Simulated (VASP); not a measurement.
ZnS:

```
Zn S
1.0
     0.00000    2.70200    2.70200
     2.70200    0.00000    2.70200
     2.70200    2.70200    0.00000
Zn S
1 1
Direct
  0.25000 0.25000 0.25000
  0.00000 0.00000 0.00000
```

* Program: VASP 6.6.1
* Task: relaxation of cell and atoms
* Functional: PBEsol
* Potentials or basis: VASP PAW PBE potentials, release 64 (Zn, S)
* Cutoff: 600 eV
* k mesh: 10 × 10 × 10
* Occupations: gaussian, width 0.02 eV
* Spin: no spin polarisation

At the start: pressure -1.8 GPa; volume 19.73 Å³/atom.

Problem. Where does the relaxation end?

Solution. Over 3 steps the energy falls by 2.7 meV/atom and the volume is 19.26 Å³/atom (-2.4 %); space group F-43m (No. 216, to 0.05 Å).

The path:
```csv
step,energy change (eV),largest force (eV/Å),pressure (GPa),volume (Å³)
1,0.0000,0.0000,-1.79,39.45
2,-0.0047,0.0000,0.64,38.21
3,-0.0054,0.0000,0.01,38.52
```

Final structure:
```
Zn S
1.0
     0.00000    2.68042    2.68042
     2.68042    0.00000    2.68042
     2.68042    2.68042    0.00000
Zn S
1 1
Direct
  0.25000 0.25000 0.25000
  0.00000 0.00000 0.00000
```

Caveat: the PAW data sets were made with another functional, which shifts forces and pressure a little.
